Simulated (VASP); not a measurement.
Wanted: the native input for a VASP 6.6.1 run.

| Quantity | Value |
| --- | --- |
| Task | single point |
| Functional | PBE |
| Potentials or basis | VASP PAW PBE potentials, release 64 (Ga_d, P) |
| Cutoff | 520 eV |
| k mesh | 12 × 12 × 12 |
| Occupations | fermi-dirac, width 0.1 eV |
| Spin | no spin polarisation |
| Dipole correction | no |
| k mesh for the DOS | 18 × 18 × 18 |
| Occupations for the DOS | tetrahedron |
| Further INCAR settings | ALGO = Normal; EDIFF = 1e-06; NBANDS = 16 |

The system is GaP (zincblende type).

```
Ga P
1.0
     0.00000    2.55566    2.55566
     2.55566    0.00000    2.55566
     2.55566    2.55566    0.00000
Ga P
1 1
Direct
  0.00000 0.00000 0.00000
  0.25000 0.25000 0.25000
```

One way to write it, as run:

POSCAR

```
GaP
1.0
    0.0000000000      2.5556628009      2.5556628009
    2.5556628009      0.0000000000      2.5556628009
    2.5556628009      2.5556628009      0.0000000000
Ga P
1 1
Direct
    0.0000000000      0.0000000000      0.0000000000
    0.2500000000      0.2500000000      0.2500000000
```

INCAR.step1

```
PREC = Accurate ; ENCUT = 520
EDIFF = 1E-6 ; ISMEAR = -1
SIGMA = 0.1 ; LREAL = F
LASPH = T ; NELM = 100
ALGO = Normal ; ISIF = 2
LWAVE = F ; LCHARG = T
GGA = PE ; NBANDS = 16
```

KPOINTS.step1

```
Automatic mesh
0
Gamma
  12 12 12
```

INCAR.step2

```
PREC = Accurate ; ENCUT = 520
EDIFF = 1E-6 ; ISMEAR = -5
SIGMA = 0.1 ; LREAL = F
LASPH = T ; NELM = 100
ALGO = Normal ; ISIF = 2
LWAVE = F ; LCHARG = F
GGA = PE ; LORBIT = 11
NBANDS = 16 ; NEDOS = 2001
ICHARG = 11
```

KPOINTS.step2

```
Automatic mesh
0
Gamma
  18 18 18
```

Potentials or basis: VASP PAW PBE potentials, release 64 (Ga_d, P).

Command:

```bash
$ cat potpaw_PBE.64/Ga_d/POTCAR potpaw_PBE.64/P/POTCAR > POTCAR
$ cp INCAR.step1 INCAR
$ cp KPOINTS.step1 KPOINTS
$ mpirun -np 1 vasp_std > vasp.out
$ cp INCAR.step2 INCAR
$ cp KPOINTS.step2 KPOINTS
$ mpirun -np 1 vasp_std > vasp.out
```

It gave:

```
Valence electrons inside the program's atomic spheres : Ga 12.05; P 2.67
```

Wall time 72 s on 1 thread of Intel(R) Xeon(R) Platinum 8259CL CPU @ 2.50GHz (Skylake/Cascade Lake) (shared host), peak memory 0.22 GiB.
